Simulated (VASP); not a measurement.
# PtSe2 (P-3m1) in VASP: further runs

Runs on PtSe2. Level: PBE. Tasks: single point, relaxation of cell and atoms.

Program: VASP 6.6.1. These are calculated values, not measurements. Logs are shortened: lines on timing, memory, paths and dates and some standing lists are left out, and cuts for length are marked.

### Step 1. The cell of the first run

The structure is trigonal, space group P-3m1 (No. 164). The conventional cell has a = 3.752 Å, b = 3.752 Å, c = 6.499 Å, α = 90.00°, β = 90.00°, γ = 120.00°. Within 3.3 Å of Pt (site symmetry -3m) lie 6 Se at 2.53 Å. Se (site symmetry 3m) has 3 Pt at 2.53 Å and 3 Se at 3.39 Å within 3.4 Å.

### Step 2. Single point, PBE

The input, INCAR:

```
SYSTEM = PtSe2
PREC     = Accurate       ! precision mode
ENCUT    = 520            ! plane-wave cutoff, eV
EDIFF    = 1E-6           ! SCF threshold, eV
ISMEAR   = 0              ! smearing method
SIGMA    = 0.02           ! smearing width, eV
LREAL    = .False.        ! projectors in reciprocal space
LASPH    = .True.         ! aspherical terms in the spheres
NELM     = 100            ! most SCF steps
ALGO     = Normal         ! electronic algorithm
ISIF     = 2              ! what is computed and relaxed
LWAVE    = .False.        ! write WAVECAR
LCHARG   = .True.         ! write CHGCAR
GGA      = PE             ! functional
LELF     = .True.         ! ELF
LVHAR    = .True.       
NBANDS   = 18             ! bands
```

The input, KPOINTS:

```
regular mesh
0
Gamma
  12 12 4
  0 0 0
```

The input, POSCAR:

```
PtSe2
1.0
    3.7515550857      0.0000000000      0.0000000000
   -1.8757775429      3.2489420079      0.0000000000
    0.0000000000      0.0000000000      6.4989506992
Pt Se
1 2
Direct
    0.0000000000      0.0000000000      0.0000000000
    0.6666666667      0.3333333333      0.7989476135
    0.3333333333      0.6666666667      0.2010523865
```

Potentials or basis: VASP PAW PBE potentials, release 64 (Pt, Se).

The run is started by

```
cat potpaw_PBE.64/Pt/POTCAR potpaw_PBE.64/Se/POTCAR > POTCAR
mpirun -np 1 vasp_std > vasp.out
```

OUTCAR:

```text
SYSTEM = PtSe2
   PREC = Accurate
   ENCUT = 520
   EDIFF = 1E-6
   ISMEAR = 0
   LREAL = .False.
   LASPH = .True.
   NELM = 100
   ISIF = 2
   GGA = PE

 ion  position               nearest neighbor table
   1  0.000  0.000  0.000-   2 2.53   3 2.53   2 2.53   3 2.53   2 2.53   3 2.53
   2  0.667  0.333  0.799-   1 2.53   1 2.53   1 2.53
   3  0.333  0.667  0.201-   1 2.53   1 2.53   1 2.53

  LATTYP: Found a hexagonal cell.
 ALAT       =     3.7515550857
 C/A-ratio  =     1.7323351386

  Lattice vectors:

 A1 = (   3.7515550857,   0.0000000000,   0.0000000000)
 A2 = (  -1.8757775429,   3.2489420079,   0.0000000000)
 A3 = (   0.0000000000,   0.0000000000,   6.4989506992)

Analysis of symmetry for initial positions (statically):
=====================================================================
 Subroutine PRICEL returns:
 Original cell was already a primitive cell.

 Routine SETGRP: Setting up the symmetry group for a
 hexagonal supercell.

 Subroutine GETGRP returns: Found 12 space group operations
 (whereof 12 operations were pure point group operations)
 out of a pool of 24 trial point group operations.

The static configuration has the point symmetry D_3d.

Analysis of symmetry for dynamics (positions and initial velocities):
=====================================================================
 Subroutine PRICEL returns:
 Original cell was already a primitive cell.

 Routine SETGRP: Setting up the symmetry group for a
 hexagonal supercell.

 Subroutine GETGRP returns: Found 12 space group operations
 (whereof 12 operations were pure point group operations)
 out of a pool of 24 trial point group operations.

The dynamic configuration has the point symmetry D_3d.

 Subroutine INISYM returns: Found 12 space group operations
 (whereof 12 operations are pure point group operations),
 and found     1 'primitive' translations

----------------------------------------------------------------------------------------

                                     Primitive cell

  volume of cell :      79.2130

  direct lattice vectors                    reciprocal lattice vectors
     3.751555086  0.000000000  0.000000000     0.266556129  0.153896253  0.000000000
    -1.875777543  3.248942008  0.000000000     0.000000000  0.307792505  0.000000000
     0.000000000  0.000000000  6.498950699     0.000000000  0.000000000  0.153870993

  length of vectors
     3.751555086  3.751555086  6.498950699     0.307792505  0.307792505  0.153870993

  position of ions in fractional coordinates (direct lattice)
     0.000000000  0.000000000  0.000000000
     0.666666667  0.333333333  0.798947613
     0.333333333  0.666666667  0.201052387

  ion indices of the primitive-cell ions
   primitive index   ion index
                 1           1
                 2           2
                 3           3

----------------------------------------------------------------------------------------

 KPOINTS: regular mesh

Automatic generation of k-mesh.
 Grid dimensions read from file:
 generate k-points for:   12   12    4

 Generating k-lattice:

  Cartesian coordinates                     Fractional coordinates (reciprocal lattice)
     0.022213011  0.012824688  0.000000000     0.083333333  0.000000000  0.000000000
     0.000000000  0.025649375  0.000000000     0.000000000  0.083333333  0.000000000
     0.000000000  0.000000000  0.038467748     0.000000000  0.000000000  0.250000000

  Length of vectors
     0.025649375  0.025649375  0.038467748

  Shift w.r.t. Gamma in fractional coordinates (k-lattice)
     0.000000000  0.000000000  0.000000000

 Subroutine IBZKPT returns following result:
 ===========================================

 Found     69 irreducible k-points:

 Following reciprocal coordinates:
            Coordinates               Weight
  0.000000  0.000000  0.000000      1.000000
  0.083333  0.000000  0.000000      6.000000
  0.166667  0.000000  0.000000      6.000000
  0.250000  0.000000  0.000000      6.000000
  0.333333  0.000000  0.000000      6.000000
  0.416667  0.000000  0.000000      6.000000
[... 16 lines left out ...]
  0.166667  0.000000  0.250000      6.000000
  0.000000  0.166667  0.250000      6.000000
 [... further k-points ...]
   k-points           NKPTS =     69   k-points in BZ     NKDIM =     69   number of bands    NBANDS=     18
   number of dos      NEDOS =    301   number of ions     NIONS =      3
   total plane-waves  NPLWV =  37632
   dimension x,y,z NGX =    28 NGY =   28 NGZ =   48
   dimension x,y,z NGXF=    56 NGYF=   56 NGZF=   96
   ions per type =               1   2
   NGX,Y,Z   is equivalent  to a cutoff of  12.41, 12.41, 12.28 a.u.
   NGXF,Y,Z  is equivalent  to a cutoff of  24.82, 24.82, 24.56 a.u.
 SYSTEM =  PtSe2
   PREC   = accura    normal or accurate (medium, high low for compatibility)
   ISTART =      0    job   : 0-new  1-cont  2-samecut
   ICHARG =      2    charge: 1-file 2-atom 10-const
   ISPIN  =      1    spin polarized calculation?
   LNONCOLLINEAR =      F non collinear calculations
   LSORBIT =      F    spin-orbit coupling
   LASPH  =      T    aspherical Exc in radial PAW
   ENCUT  =  520.0 eV  38.22 Ry    6.18 a.u.   6.98  6.98 12.08*2*pi/ulx,y,z
   NELM   =    100;   NELMIN=  2; NELMDL= -5     # of ELM steps
   EDIFF  = 0.1E-05   stopping-criterion for ELM
   LREAL  =      F    real-space projection
   EDIFFG = 0.1E-04   stopping-criterion for IOM
   NSW    =      0    number of steps for IOM
   IBRION =     -1    ionic relax: 0-MD 1-quasi-New 2-CG
   NFREE  =      0    steps in history (QN), initial steepest desc. (CG)
   ISIF   =      2    stress and relaxation
   ISYM   =      2    0-nonsym 1-usesym 2-fastsym
   POTIM  = 0.5000    time-step for ionic-motion
   TEBEG  =    0.0;   TEEND  =   0.0 temperature during run
   PSTRESS=    0.0 pullay stress
   NELECT =      22.0000    total number of electrons
   NUPDOWN=      -1.0000    fix difference up-down
   EMIN   =  10.00;   EMAX   =-10.00  energy-range for DOS
   EFERMI =   0.00;   METHOD = LEGACY
   ISMEAR =     0;   SIGMA  =   0.02  broadening in eV -4-tet -1-fermi 0-gaus
   EFERMI_NEDOS =   21; number of points for ismear=-14 and -15
   IALGO  =     38    algorithm
   IMIX   =      4    mixing-type and parameters
     AMIX     =   0.40;   BMIX     =  1.00
     AMIX_MAG =   1.60;   BMIX_MAG =  1.00
  volume/ion in A,a.u.               =      26.40       178.19
  Fermi-wavevector in a.u.,A,eV,Ry     =   1.068112  2.018439 15.522393  1.140864
  Thomas-Fermi vector in A             =   2.203750
   LORBIT       =      0    0 simple, 1 ext, 2 COOP (PROOUT), +10 PAW based schemes
   GGA     = PE    functional components
   LHFCALC =     F    Hartree Fock is set to
   AEXX    =    0.0000 exact exchange contribution
   IVDW    =     0    specifies the selected vdW correction
   LEPSILON=     F    determine dielectric tensor
   LRPA    =     F    only Hartree local field effects (RPA)
 non-spin polarized calculation
 Gauss-broadening in eV      SIGMA  =   0.02
  energy-cutoff  :      520.00
  volume of cell :       79.21
 maximum number of plane-waves:      2159
   NGX = 13   NGY = 13   NGZ = 25

 number of electron      21.9999996 magnetization

 Free energy of the ion-electron system (eV)
  ---------------------------------------------------
  ext. energy  EPLUGINS =         0.00000000
  ---------------------------------------------------
  free energy    TOTEN  =       -14.30306323 eV

  energy without entropy =      -14.30306323  energy(sigma->0) =      -14.30306323

 E-fermi :   3.2166     XC(G=0):  -8.9918

 val. band max:        3.0605809552   @ k =   0.0833   0.0833   0.0000
 cond. band min:       3.9317839954   @ k =   0.0000   0.2500   0.2500
 fundamental gap:      0.8712030402
 Fermi energy:         3.2166180274

 k-point     1 :       0.0000    0.0000    0.0000
  band No.  band energies     occupation
      1     -11.1352      2.00000
      2      -9.2995      2.00000
      3      -2.3414      2.00000
      4      -2.2155      2.00000
      5      -2.2155      2.00000
      6       0.0207      2.00000
[... 10 lines left out ...]
     17      11.1665      0.00000
     18      12.1608      0.00000

 k-point     2 :       0.0833    0.0000    0.0000
  band No.  band energies     occupation
      1     -11.0631      2.00000
      2      -9.3077      2.00000
      3      -2.2684      2.00000
      4      -2.2118      2.00000
      5      -2.1707      2.00000
      6      -0.0810      2.00000
[... 10 lines left out ...]
     17      11.4470      0.00000
     18      12.3827      0.00000

 k-point     3 :       0.1667    0.0000    0.0000
  band No.  band energies     occupation
      1     -10.8559      2.00000
      2      -9.3314      2.00000
      3      -2.2083      2.00000
      4      -2.0505      2.00000
      5      -2.0378      2.00000
      6      -0.4558      2.00000
[... 10 lines left out ...]
     17      12.1247      0.00000
     18      12.4583      0.00000

 k-point     4 :       0.2500    0.0000    0.0000
  band No.  band energies     occupation
      1     -10.5430      2.00000
      2      -9.3684      2.00000
      3      -2.1869      2.00000
      4      -1.9018      2.00000
      5      -1.7484      2.00000
      6      -1.0364      2.00000
[... 375 lines left out ...]
      4      -2.1707      2.00000
      5      -2.0887      2.00000
      6      -0.0834      2.00000
[... 10 lines left out ...]
     17      11.4432      0.00000
     18      11.4592      0.00000

 k-point    23 :       0.1667    0.0000    0.2500
  band No.  band energies     occupation
      1     -10.8348      2.00000
      2      -9.3710      2.00000
      3      -2.2244      2.00000
      4      -2.0477      2.00000
      5      -1.9118      2.00000
      6      -0.4488      2.00000
[... 10 lines left out ...]
     17      12.0198      0.00000
     18      12.1623      0.00000

 k-point    24 :       0.0000    0.1667    0.2500
  band No.  band energies     occupation
      1     -10.8360      2.00000
      2      -9.3683      2.00000
      3      -2.2676      2.00000
      4      -2.0523      2.00000
      5      -1.8735      2.00000
      6      -0.4640      2.00000
[... 10 lines left out ...]
     17      11.4410      0.00000
     18      12.2120      0.00000

 [... further k-points ...]
[... 5 lines left out ...]
  --------------------------------------------------------------------------------------
  -------------------------------------------------------------------------------------
  Total       -0.0167730     -0.0167730     -0.0080651      0.0000000      0.0000000     -0.0000000
  in kB       -0.3392547     -0.3392547     -0.1631272      0.0000000      0.0000000     -0.0000000
  external PRESSURE =      -0.2805455 kB  Pullay stress =       0.0000000 kB

 VOLUME and BASIS-vectors are now :
 -----------------------------------------------------------------------------
  energy-cutoff  :      520.00
  volume of cell :       79.21
      direct lattice vectors                 reciprocal lattice vectors
     3.751555086  0.000000000  0.000000000     0.266556129  0.153896253  0.000000000
    -1.875777543  3.248942008  0.000000000     0.000000000  0.307792505  0.000000000
     0.000000000  0.000000000  6.498950699     0.000000000  0.000000000  0.153870993

 POSITION                                       TOTAL-FORCE (eV/Angst)
 -----------------------------------------------------------------------------------
      0.00000      0.00000      0.00000         0.000000      0.000000      0.000000
      1.87578      1.08298      5.19232        -0.000000      0.000000      0.001745
     -0.00000      2.16596      1.30663         0.000000     -0.000000     -0.001745
 -----------------------------------------------------------------------------------
    total drift:                               -0.000000      0.000000      0.000000

  FREE ENERGIE OF THE ION-ELECTRON SYSTEM (eV)
  ---------------------------------------------------
  free  energy   TOTEN  =       -14.3030632274 eV

  energy  without entropy=      -14.3030632274  energy(sigma->0) =      -14.30306323
```

It took 40 s on 1 thread of Intel Xeon 6975P-C (Granite Rapids), shared host; peak memory 0.24 GiB.

What came out:

* Free energy: -14.3031 eV
* Pressure: 0.0 GPa
* Band gap on the k mesh: 0.87 eV (least direct gap 1.02 eV)

Caveat: spin-orbit coupling is left out, which moves the levels of the heavy elements; this functional lacks dispersion, which binds the layers, so the pressure and a relaxed spacing across them are unreliable. A k mesh can miss the band edges.

### Step 3. Relaxation of cell and atoms, PBE

This run uses another cell than the first one, of 25.64 Å³/atom.

The input, INCAR:

```
PREC = Accurate
ENCUT = 600
EDIFF = 1E-7
ISMEAR = 0
SIGMA = 0.02
LREAL = False
LASPH = True
NELM = 60
ALGO = Normal
ISIF = 3
LWAVE = False
LCHARG = False
GGA = PE
IBRION = 2
NSW = 100
EDIFFG = -0.01
```

The input, KPOINTS:

```
regular mesh
0
Gamma
  12 12 4
```

The input, POSCAR:

```
PtSe2
1.0
    3.7535171609      0.0000000000      0.0000000000
   -1.8767585805      3.2506412149      0.0000000000
    0.0000000000      0.0000000000      6.3046814706
Pt Se
1 2
Direct
    0.0000000000      0.0000000000      0.0000000000
    0.6666666667      0.3333333333      0.7929169000
    0.3333333333      0.6666666667      0.2070831000
```

Potentials or basis: VASP PAW PBE potentials, release 64 (Pt, Se).

The run is started by

```
cat potpaw_PBE.64/Pt/POTCAR potpaw_PBE.64/Se/POTCAR > POTCAR
mpirun -np 1 vasp_std > vasp.out
```

Run time: 67 s. Hardware: 1 thread of Intel Xeon 6975P-C (Granite Rapids), shared host; peak memory 0.27 GiB.

The run converged. Its results:

| Quantity | Value |
| --- | --- |
| Free energy | -14.3026 eV |
| Pressure after relaxing | 0.0 GPa |
| Largest force after relaxing | 0.004 eV/Å |
| Band gap on the k mesh | 0.74 eV (least direct gap 0.92 eV) |

Forces on the atoms (eV/Å):
```
Pt   0.000  0.000  0.000
Se   0.000  0.000  0.004
Se   0.000  0.000 -0.004
```

Final structure:
```
Pt Se
1.0
     3.75352    0.00000    0.00000
    -1.87676    3.25064    0.00000
     0.00000    0.00000    6.30468
Pt Se
1 2
Direct
  0.00000 0.00000 0.00000
  0.66667 0.33333 0.79292
  0.33333 0.66667 0.20708
```

Levels at points of the mesh, in eV from the valence-band top:
```csv
k point,band 8,band 9,band 10,band 11,band 12,band 13,band 14,band 15
"(0.00, 0.00, 0.00)",-1.72,-0.36,-0.36,-0.18,2.51,2.51,4.14,5.07
"(0.50, 0.00, 0.00)",-2.58,-2.24,-2.21,-2.02,1.80,2.44,4.63,5.98
"(0.00, 0.00, 0.50)",-1.53,-1.36,-0.41,-0.41,2.62,2.62,5.20,5.84
"(0.50, 0.00, 0.50)",-2.63,-2.32,-2.13,-1.40,2.06,2.22,4.32,5.60
```

Caveat: the relaxation stopped at its first step, so nothing moved; spin-orbit coupling is left out, which moves the levels of the heavy elements; this functional lacks dispersion, which binds the layers, so the pressure and a relaxed spacing across them are unreliable.
